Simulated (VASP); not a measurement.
## Ge: relaxation of cell and atoms with PBEsol

Ge:

```
Ge
1.0
     3.99684    0.00000    0.00000
    -1.99842    3.46137    0.00000
     0.00000    0.00000    6.59802
Ge
4
Direct
  0.66667 0.33333 0.06301
  0.33333 0.66667 0.56301
  0.66667 0.33333 0.43699
  0.33333 0.66667 0.93699
```

This isn't the form of Ge at room conditions, which is diamond.

```json
{
 "Program": "VASP 6.6.1",
 "Task": "relaxation of cell and atoms",
 "Functional": "PBEsol",
 "Potentials or basis": "VASP PAW PBE potentials, release 64 (Ge_d)",
 "Cutoff": "600 eV",
 "k mesh": "12 × 12 × 6",
 "Occupations": "fermi-dirac, width 0.15 eV",
 "Spin": "no spin polarisation",
 "Target pressure": "3 GPa",
 "Dipole correction": "no",
 "Further INCAR settings": "ALGO = Normal; EDIFF = 1e-06; IBRION = 2; EDIFFG = -0.001; NSW = 80; ISIF = 3"
}
```

The relaxed volume is 21.90 Å³/atom, the relaxed cell is a = 3.941 Å, b = 3.941 Å, c = 6.511 Å, α = 90.00°, β = 90.00°, γ = 120.00° and the space group after relaxing (to 0.1 Å) is P6_3/mmc (No. 194). The energy change on relaxing (the run minimises the enthalpy) is +8.1 meV/atom, the ionic steps are 47 and the pressure after relaxing is 3.0 GPa. The band gap on the k mesh is zero (bands 28 and 29 overlap by 0.06 eV).

Step by step:
```csv
step,energy change (eV),largest force (eV/Å),pressure (GPa),volume (Å³)
1,0.0000,0.0007,-0.09,91.28
3,0.0323,0.0149,3.13,87.59
5,0.0299,0.0016,2.94,87.73
7,0.0305,0.0000,2.92,87.69
9,0.0322,0.0033,3.04,87.60
11,0.0320,0.0030,2.98,87.61
13,0.0321,0.0032,2.96,87.60
15,0.0323,0.0005,2.97,87.59
17,0.0324,0.0018,2.94,87.59
19,0.0325,0.0024,3.03,87.58
21,0.0326,0.0001,3.08,87.58
23,0.0325,0.0013,2.97,87.58
25,0.0325,0.0007,2.99,87.58
27,0.0325,0.0007,2.99,87.58
29,0.0325,0.0002,2.98,87.58
31,0.0325,0.0004,3.01,87.58
33,0.0325,0.0007,3.01,87.58
35,0.0324,0.0033,2.96,87.59
37,0.0325,0.0024,3.00,87.59
39,0.0325,0.0023,2.99,87.58
41,0.0325,0.0008,3.02,87.58
43,0.0325,0.0012,3.00,87.58
45,0.0325,0.0014,2.99,87.58
47,0.0325,0.0004,3.00,87.58
```

Final structure:
```yaml
crystal:
  lattice:
    - [3.94108, 0.00000, 0.00000]
    - [-1.97054, 3.41307, 0.00000]
    - [0.00000, 0.00000, 6.51120]
  atoms:
    - { symbol: Ge, position: [0.66667, 0.33333, 0.06315] }
    - { symbol: Ge, position: [0.33333, 0.66667, 0.56315] }
    - { symbol: Ge, position: [0.66667, 0.33333, 0.43685] }
    - { symbol: Ge, position: [0.33333, 0.66667, 0.93685] }
```

Levels at points of the mesh, in eV from the Fermi level:
```csv
k point,band 26,band 27,band 28,band 29,band 30,band 31
"(0.00, 0.00, 0.00)",-0.21,-0.03,0.11,0.11,0.32,2.22
"(0.50, 0.00, 0.00)",-3.24,-3.03,-1.53,0.40,1.71,3.45
"(0.00, 0.00, 0.50)",-0.92,-0.92,-0.92,0.77,0.77,3.36
"(0.50, 0.00, 0.50)",-2.70,-2.56,-2.56,0.47,0.47,2.00
```

Wall time 44 min on 1 thread of Intel(R) Xeon(R) Platinum 8259CL CPU @ 2.50GHz (Skylake/Cascade Lake), with other jobs on the host, peak memory 0.37 GiB.

Caveat: the cell is relaxed towards a set pressure, so the run minimises the enthalpy, not the energy; semilocal functionals underestimate gaps, and a narrow one can read as zero; the PAW data sets were made with another functional, which shifts forces and pressure a little.
